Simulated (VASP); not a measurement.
# LiSi16 (a cell with a defect): single point with LDA

LiSi16 (a cell with a defect):

```
Si Li
1.0
     0.00000    5.43000    5.43000
     5.43000    0.00000    5.43000
     5.43000    5.43000    0.00000
Si Li
16 1
Direct
  0.00569 0.00468 0.00205
  0.12799 0.12714 0.13173
  0.00400 0.00306 0.50356
  0.12791 0.12704 0.62751
  0.00554 0.50158 0.00204
  0.13705 0.62536 0.12590
  0.00567 0.50157 0.50520
  0.12801 0.63123 0.62761
  0.50245 0.00460 0.00205
  0.62632 0.13612 0.12586
  0.50246 0.00471 0.50525
  0.63216 0.12713 0.62759
  0.50400 0.50309 0.00357
  0.62631 0.62536 0.12587
  0.50245 0.50158 0.50510
  0.62635 0.62535 0.63661
  0.75386 0.75286 0.25339
```

* Program: VASP 6.6.1
* Task: single point
* Functional: LDA
* Potentials or basis: VASP PAW LDA potentials, release 64 (Si, Li_sv)
* Cutoff: 520 eV
* k mesh: 2 × 2 × 2
* Occupations: gaussian, width 0.05 eV
* Spin: collinear spin, zero start
* Starting moments: [0.0, 0.0, 0.0, 0.0, 0.0, 0.0, 0.0, 0.0, 0.0, 0.0, 0.0, 0.0, 0.0, 0.0, 0.0, 0.0, 0.0] μB
* Dipole correction: no
* Further INCAR settings: LREAL = Auto; ALGO = Normal; EDIFF = 1e-07; NBANDS = 52

```json
{
  "Largest force": "0.015 eV/Å",
  "Net moment": "0.00 μB per cell",
  "Valence electrons inside the program's atomic spheres": "Si 1.70, 1.71, 1.72 (each value once); Li 2.14"
}
```

Forces in eV/Å, atoms in the order of the input:
```
Si  -0.004 -0.009 -0.003
Si  -0.003  0.000 -0.003
Si   0.003  0.002  0.003
Si   0.003  0.007  0.005
Si  -0.006  0.000 -0.001
Si   0.013  0.001  0.004
Si  -0.006 -0.003 -0.008
Si   0.000 -0.004  0.001
Si   0.003 -0.005  0.004
Si   0.001  0.015 -0.001
Si  -0.004 -0.007 -0.005
Si  -0.002 -0.001 -0.003
Si  -0.007 -0.002 -0.005
Si  -0.001 -0.003 -0.002
Si   0.000  0.002 -0.006
Si   0.003 -0.001  0.014
Li   0.008  0.007  0.008
```

Levels at points of the mesh, in eV from the Fermi level:
Spin up:
```csv
k point,band 30,band 31,band 32,band 33,band 34,band 35,band 36,band 37
"(0.00, 0.00, 0.00)",-1.69,-0.57,-0.57,-0.57,-0.06,-0.06,-0.06,-0.01
"(0.50, 0.00, 0.00)",-1.38,-1.38,-1.30,-1.30,0.52,0.71,0.71,0.89
"(0.00, 0.50, 0.00)",-1.38,-1.38,-1.30,-1.30,0.52,0.71,0.71,0.89
"(0.00, 0.00, 0.50)",-1.38,-1.38,-1.30,-1.30,0.52,0.71,0.71,0.89
"(0.50, 0.50, 0.50)",-1.38,-1.38,-1.30,-1.30,0.52,0.71,0.71,0.89
"(0.50, 0.50, 0.00)",-1.94,-1.94,-1.87,-1.84,0.39,0.46,1.51,1.64
"(0.00, 0.50, 0.50)",-1.95,-1.94,-1.87,-1.84,0.39,0.46,1.51,1.64
"(0.50, 0.00, 0.50)",-1.94,-1.94,-1.87,-1.84,0.39,0.46,1.51,1.64
```
Spin down:
```tsv
k point	band 30	band 31	band 32	band 33	band 34	band 35	band 36	band 37
(0.00, 0.00, 0.00)	-1.69	-0.57	-0.57	-0.57	-0.06	-0.06	-0.06	-0.01
(0.50, 0.00, 0.00)	-1.38	-1.38	-1.30	-1.30	0.52	0.71	0.71	0.89
(0.00, 0.50, 0.00)	-1.38	-1.38	-1.30	-1.30	0.52	0.71	0.71	0.89
(0.00, 0.00, 0.50)	-1.38	-1.38	-1.30	-1.30	0.52	0.71	0.71	0.89
(0.50, 0.50, 0.50)	-1.38	-1.38	-1.30	-1.30	0.52	0.71	0.71	0.89
(0.50, 0.50, 0.00)	-1.94	-1.94	-1.87	-1.84	0.39	0.46	1.51	1.64
(0.00, 0.50, 0.50)	-1.95	-1.94	-1.87	-1.84	0.39	0.46	1.51	1.64
(0.50, 0.00, 0.50)	-1.94	-1.94	-1.87	-1.84	0.39	0.46	1.51	1.64
```

Wall time 4.8 min on 1 thread of Intel(R) Xeon(R) 6975P-C (Granite Rapids), on a shared host, peak memory 0.48 GiB.

Caveat: the k points lie up to 0.50 Å⁻¹ apart; no moment was typed at the start, so none could form.
